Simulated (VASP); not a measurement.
Set up this calculation in VASP 6.6.1, as the native input.

* Task: single point
* Functional: PBEsol
* Potentials or basis: VASP PAW PBE potentials, release 64 (Rb_sv)
* Cutoff: 520 eV
* k mesh: 14 × 14 × 14
* Occupations: gaussian, width 0.15 eV
* Spin: no spin polarisation
* Dipole correction: no
* Further INCAR settings: ALGO = Normal; EDIFF = 1e-06; NBANDS = 10

The structure of Rb lies in POSCAR:

```
Rb
1.0
   -2.7071020046      2.7071020046      3.2528146456
    2.7071020046     -2.7071020046      3.2528146456
    2.7071020046      2.7071020046     -3.2528146456
Rb
1
Direct
    0.0000000000      0.0000000000      0.0000000000
```

This cell differs from its parent crystal: ratio of the length along z to the lengths across it x 1.3, volume and fractional coordinates fixed.

The input as run:

INCAR

```
ALGO = Normal
EDIFF = 1E-6
ENCUT = 520
GGA = PS
ISIF = 2
ISMEAR = 0
LASPH = True
LCHARG = False
LREAL = False
LWAVE = False
NBANDS = 10
NELM = 100
PREC = Accurate
SIGMA = 0.15
```

KPOINTS

```
k-points
0
Gamma
  14 14 14
```

Potentials or basis: VASP PAW PBE potentials, release 64 (Rb_sv).

Launch:

```sh
$ cat potpaw_PBE.64/Rb_sv/POTCAR > POTCAR
$ mpirun -np 1 vasp_std > vasp.out
```

It gave:

* Pressure: -0.2 GPa

Caveat: the PAW data sets were made with another functional, which shifts forces and pressure a little.

Wall time 3 min on 1 thread of Intel(R) Xeon(R) Platinum 8488C (Sapphire Rapids) (shared host), peak memory 0.39 GiB.
